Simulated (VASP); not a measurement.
ZnS3: single point with PBE

Crystal: ZnS3.

```xyz
8
Lattice="4.7907 0.0000 0.0000 -2.3953 4.1488 0.0000 0.0000 0.0000 6.9827" Properties=species:S:1:pos:R:3 pbc="T T T"
Zn    0.0000    0.0000    0.0000
Zn    0.0000    0.0000    3.4914
S     1.8835    0.0000    1.7457
S     0.9417    1.6311    5.2370
S    -0.9417    1.6311    1.7457
S     2.9072    0.0000    5.2370
S     1.4536    2.5177    1.7457
S    -1.4536    2.5177    5.2370
```

The cell was built from a structure type or drawn by symmetry, and may not be a known phase.

- Program: VASP 6.6.1
- Task: single point
- Functional: PBE
- Potentials or basis: VASP PAW PBE potentials, release 64 (Zn, S)
- Cutoff: 520 eV
- k mesh: 12 × 12 × 6
- Occupations: gaussian, width 0.1 eV
- Spin: no spin polarisation
- Dipole correction: no
- Further INCAR settings: ALGO = Normal; EDIFF = 1e-06; NBANDS = 40

```yaml
Pressure: 0.0 GPa
Largest_force: 0.018 eV/Å
Band_gap_on_the_k_mesh: zero (bands 30 and 31 overlap by 1.40 eV)
```

Forces on the atoms (eV/Å):
```
Zn   0.000  0.000  0.000
Zn   0.000  0.000  0.000
S    0.018  0.000  0.000
S    0.009  0.015  0.000
S   -0.009  0.015  0.000
S   -0.018  0.000  0.000
S   -0.009 -0.015  0.000
S    0.009 -0.015  0.000
```

Levels at points of the mesh, in eV from the Fermi level:
```csv
k point,band 28,band 29,band 30,band 31,band 32,band 33
"(0.00, 0.00, 0.00)",-1.30,-1.20,-1.20,2.46,2.47,3.52
"(0.50, 0.00, 0.00)",-1.25,-1.10,-0.92,-0.40,-0.22,1.45
"(0.00, 0.00, 0.50)",-0.97,-0.97,-0.97,3.54,3.54,3.54
"(0.50, 0.00, 0.50)",-1.78,-0.93,-0.93,-0.31,-0.31,1.92
```

It took 8.9 min on 1 thread of AMD EPYC 7R13, on a shared host, peak memory 0.43 GiB.
